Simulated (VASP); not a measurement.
Input of a VASP 6.6.1 run:

Contents of POSCAR:

```
KCl
1.0
    0.0000000000      3.1448483123      3.1448483123
    3.1448483123      0.0000000000      3.1448483123
    3.1448483123      3.1448483123      0.0000000000
K Cl
1 1
Direct
    0.0000000000      0.0000000000      0.0000000000
    0.5000000000      0.5000000000      0.5000000000
```

File INCAR.step1:

```
  PREC = Accurate
  ENCUT = 520
  ISMEAR = 0
  SIGMA = 0.01
  LREAL = False
  LASPH = True
  NELM = 100
  NBANDS = 15
  GGA = PE
  ALGO = Normal
  EDIFF = 1E-4
  LWAVE = True
  LCHARG = False
```

INCAR.step2

```
  PREC = Accurate
  ENCUT = 520
  EDIFF = 1E-6
  ISMEAR = 0
  SIGMA = 0.01
  LREAL = False
  LASPH = True
  NELM = 100
  ALGO = Normal
  ISIF = 2
  LWAVE = False
  LCHARG = False
  METAGGA = R2SCAN
  LMIXTAU = True
  NBANDS = 15
  ISTART = 1
```

File KPOINTS:

```
regular mesh
0
Gamma
  8 8 8
```

Potentials or basis: VASP PAW PBE potentials, release 64 (K_sv, Cl).

Run with:

```console
$ cat potpaw_PBE.64/K_sv/POTCAR potpaw_PBE.64/Cl/POTCAR > POTCAR
$ cp INCAR.step1 INCAR
$ mpirun -np 1 vasp_std > vasp.out
$ cp INCAR.step2 INCAR
$ mpirun -np 1 vasp_std > vasp.out
```

Question: Predict the pressure.

Answer: 0.0 GPa.

Question: What does it give for the band gap on the k mesh?

Answer: 5.84 eV, direct.

Caveat: the PAW data sets were made with another functional, which shifts forces and pressure a little. r2SCAN opens gaps a little over a GGA but as a rule still falls short of measured ones.
